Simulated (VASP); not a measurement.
Wanted: the native input for a VASP 6.6.1 run.

```
Task                   : single point
Functional             : PBE
Potentials or basis    : VASP PAW PBE potentials, release 64 (Nb_sv)
Cutoff                 : 520 eV
k mesh                 : 7 × 7 × 7
Occupations            : methfessel-paxton, width 0.1 eV
Spin                   : no spin polarisation
Dipole correction      : no
Further INCAR settings : ALGO = Normal; EDIFF = 1e-06; NBANDS = 12
```

The structure of Nb lies in POSCAR:

```
Nb
1.0
    2.4921269708      0.0000000000      0.0000000000
    0.0000000000      2.4921269708      0.0000000000
    0.0000000000      0.0000000000      2.4921269708
Nb
1
Direct
    0.0000000000      0.0000000000      0.0000000000
```

These files were run (other wordings do the same):

INCAR

```
SYSTEM = Nb
PREC = Accurate ; ENCUT = 520
EDIFF = 1E-6 ; ISMEAR = 1
SIGMA = 0.1 ; LREAL = .False.
LASPH = .True. ; NELM = 100
ALGO = Normal ; ISIF = 2
LWAVE = .False. ; LCHARG = .False.
GGA = PE ; NBANDS = 12
```

KPOINTS

```
Automatic mesh
0
Gamma
  7 7 7
  0 0 0
```

Potentials or basis: VASP PAW PBE potentials, release 64 (Nb_sv).

Command:

```sh
$ cat potpaw_PBE.64/Nb_sv/POTCAR > POTCAR
$ mpirun -np 1 vasp_std > vasp.out
```

It gave:

```json
{
  "Pressure": "59.8 GPa"
}
```

Caveat: the k points lie up to 0.36 Å⁻¹ apart.

It took 6 s on 1 thread of Intel(R) Xeon(R) Platinum 8488C (Sapphire Rapids), on a shared host, peak memory 0.11 GiB.
